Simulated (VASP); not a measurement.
HfO2: single point with PBEsol

Crystal: HfO2.

```
Hf O
1.0
     3.21739    0.00000    0.00000
    -1.60870    2.78634    0.00000
     0.00000    0.00000    5.00895
Hf O
1 2
Direct
  0.00000 0.00000 0.00000
  0.33333 0.66667 0.19272
  0.66667 0.33333 0.80728
```

This cell differs from its parent crystal: volume scaled by 0.980.

| Quantity | Value |
| --- | --- |
| Program | VASP 6.6.1 |
| Task | single point |
| Functional | PBEsol |
| Potentials or basis | VASP PAW PBE potentials, release 64 (Hf_pv, O) |
| Cutoff | 520 eV |
| k mesh | 12 × 12 × 6 |
| Occupations | gaussian, width 0.05 eV |
| Spin | no spin polarisation |

The pressure is -1.9 GPa and the largest force is 0.189 eV/Å. The band gap on the k mesh is 4.71 eV, indirect (least direct gap 4.98 eV).

Forces on the atoms (eV/Å):
```
Hf   0.000  0.000  0.000
O    0.000  0.000 -0.189
O    0.000  0.000  0.189
```

Stress tensor (GPa, compression positive):
```
-2.25  0.00  0.00
 0.00 -2.25  0.00
 0.00  0.00 -1.30
```

Levels at points of the mesh, in eV from the valence-band top:
```tsv
k point	band 8	band 9	band 10	band 11	band 12	band 13	band 14	band 15
(0.00, 0.00, 0.00)	-3.62	-0.29	-0.27	-0.27	5.15	5.15	5.27	7.85
(0.50, 0.00, 0.00)	-1.74	-1.46	-1.04	-0.67	4.71	5.99	7.24	10.13
(0.00, 0.00, 0.50)	-3.08	-1.14	-0.30	-0.30	5.11	5.11	6.14	8.28
(0.50, 0.00, 0.50)	-1.99	-1.29	-0.97	-0.28	4.92	6.24	7.22	9.85
```

It took 49 s on 1 thread of AMD EPYC 7R13 Processor (Zen 3), on a shared host, peak memory 0.19 GiB.

Caveat: the PAW data sets were made with another functional, which shifts forces and pressure a little; spin-orbit coupling is left out, which moves the levels of the heavy elements. A k mesh can miss the band edges.
